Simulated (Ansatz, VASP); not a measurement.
This is a calculation of CS2 for Ansatz 0.2.0.

File input.yaml:

```yaml
crystal:
  lattice:
    - [3.645788, -2.994314, 0.0]
    - [3.645788, 2.994314, 0.0]
    - [0.0, 0.0, 9.851257]
  atoms:
    - { symbol: S, position: [0.181521, 0.818479, 0.886867] }
    - { symbol: S, position: [0.318479, 0.681521, 0.386867] }
    - { symbol: S, position: [0.681521, 0.318479, 0.613133] }
    - { symbol: S, position: [0.818479, 0.181521, 0.113133] }
    - { symbol: C, position: [0.5, 0.5, 0.5] }
    - { symbol: C, position: [0.0, 0.0, 0.0] }
hamiltonian:
  xc: pbesol
  pseudopotentials: { kind: paw }
kpoints:
  mp_grid: { grid: [6, 6, 3] }
scf:
  occupations: { method: fermi_dirac, width: 0.05 }
output:
  forces: true
  stress: true
  eigenvalues: true
relax:
  f_tol: 0.01
  max_steps: 40
  cell: { stress_tol: 0.05 }
```

Potentials or basis: Ansatz PAW.

Launch:

```sh
$ ansatz run input.yaml --threads 1 --pin off --max-ram 3584MiB --backend cpu --events-out ev --progress --plain --runs-dir out
```

Translate it to VASP 6.6.1. Potentials there: VASP PAW PBE potentials, release 64 (S, C).

As run (the cutoff follows the program's own potentials):

File INCAR:

```
PREC = Accurate
ENCUT = 600
EDIFF = 1E-7
ISMEAR = -1
SIGMA = 0.05
LREAL = F
LASPH = T
NELM = 100
ALGO = Normal
ISIF = 3
LWAVE = F
LCHARG = F
GGA = PS
IBRION = 2
NSW = 60
EDIFFG = -0.01
```

File KPOINTS:

```
regular mesh
0
Gamma
  6 6 3
```

File POSCAR:

```
CS2
1.0
    3.6457880000     -2.9943140000      0.0000000000
    3.6457880000      2.9943140000      0.0000000000
    0.0000000000      0.0000000000      9.8512570000
S C
4 2
Direct
    0.1815210000      0.8184790000      0.8868670000
    0.3184790000      0.6815210000      0.3868670000
    0.6815210000      0.3184790000      0.6131330000
    0.8184790000      0.1815210000      0.1131330000
    0.5000000000      0.5000000000      0.5000000000
    0.0000000000      0.0000000000      0.0000000000
```

Potentials or basis: VASP PAW PBE potentials, release 64 (S, C).

Launch:

```sh
$ cat potpaw_PBE.64/S/POTCAR potpaw_PBE.64/C/POTCAR > POTCAR
$ mpirun -np 1 vasp_std > vasp.out
```

Both were run:

|  | VASP | Ansatz | Ansatz less VASP |
| --- | --- | --- | --- |
| gap on the k mesh at the Fermi level, each at its own relaxed structure (eV) | 2.93 | 2.91 | -0.022 |
| relaxed volume (Å³/atom) | 26.69 | 27.53 | +0.833 |
| relaxed length of the cell vector where the two differ most in proportion (Å) | 9.148 | 9.465 | +0.3168 |

VASP's potentials were made for PBE, not for PBEsol.

Noted on VASP's run: the volume moved by over 15 % at a fixed basis, so the end points are rough. Noted on Ansatz's run: the volume moved by over 15 % at a fixed basis, so the end points are rough; odd divisions of the mesh miss points on the zone boundary, where band edges often lie, so the gap on the mesh can be too wide; the plane-wave basis is chosen anew once the cell has moved, so the energies of steps on either side of that aren't comparable.
